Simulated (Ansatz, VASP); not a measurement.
## TiAl3: VASP beside Ansatz

```
CELL_PARAMETERS angstrom
3.95567 0.00000 0.00000
0.00000 3.95567 0.00000
0.00000 0.00000 3.95567
ATOMIC_POSITIONS crystal
Ti 0.00000 0.00000 0.00000
Al 0.50000 0.50000 0.00000
Al 0.50000 0.00000 0.50000
Al 0.00000 0.50000 0.50000
```

Alike in both runs: task single point; functional r2SCAN; k mesh 12 × 12 × 12; occupations gaussian, width 0.15 eV; no spin polarisation.

|  | VASP | Ansatz |
| --- | --- | --- |
| version | VASP 6.6.1 | Ansatz 0.2.0 |
| potentials or method | VASP PAW PBE potentials, release 64 (Ti_sv, Al), cutoff 520 eV | scalar-relativistic, plane waves, PAW |
| valence electrons in the cell | 21 | 21 |

|  | VASP | Ansatz | Ansatz less VASP |
| --- | --- | --- | --- |
| gap on the k mesh at the Fermi level (eV) | none | none | - |
| pressure (GPa) | -0.1 | 0.0 | +0.09 |

VASP's potentials were made for PBE, not for r2SCAN. A gap of «none» marks a metal or a gap that the smearing closes. The functional is the same, so the differences come from potentials, cutoffs and numerics.
